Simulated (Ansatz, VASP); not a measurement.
**Bi3H2: VASP beside Ansatz**

```
Bi H
1.0
    -1.65924    4.99942    3.36982
     3.31848    0.00000    0.00000
     1.65924    4.99942   -3.36982
Bi H
3 2
Direct
  0.00000 0.00000 0.00000
  0.65321 0.50000 0.65321
  0.34679 0.50000 0.34679
  0.81389 0.31389 0.18611
  0.18611 0.68611 0.81389
```

Alike in both runs: functional r2SCAN; k mesh 5 × 5 × 5; no spin polarisation.

Ansatz relaxed the structure, and its values are those at the end. VASP's run is a single point on that final structure, the one shown.

|  | VASP | Ansatz |
| --- | --- | --- |
| version | VASP 6.6.1 | Ansatz 0.2.0 |
| potentials or method | VASP PAW PBE potentials, release 64 (Bi_d, H), cutoff 520 eV | PAW plane waves |
| occupations | methfessel-paxton of order 1, width 0.05 eV | cold, width 0.05 eV |
| valence electrons in the cell | 47 | 47 |

Ansatz gave:

| Property | Result |
| --- | --- |
| gap on the k mesh at the Fermi level (eV) | none |
| pressure (GPa) | 0.0 |
| rms of the force components (eV/Å) | 0.001 |

Q: What did VASP give for the same quantities?

A: gap on the k mesh at the Fermi level (eV): none; pressure (GPa): -0.1; rms of the force components (eV/Å): 0.003.

VASP's potentials were made for PBE, not for r2SCAN. A gap of «none» marks a metal or a gap that the smearing closes.

The k mesh is coarse, so the values compare programs but aren't converged. Spin-orbit coupling is off throughout.
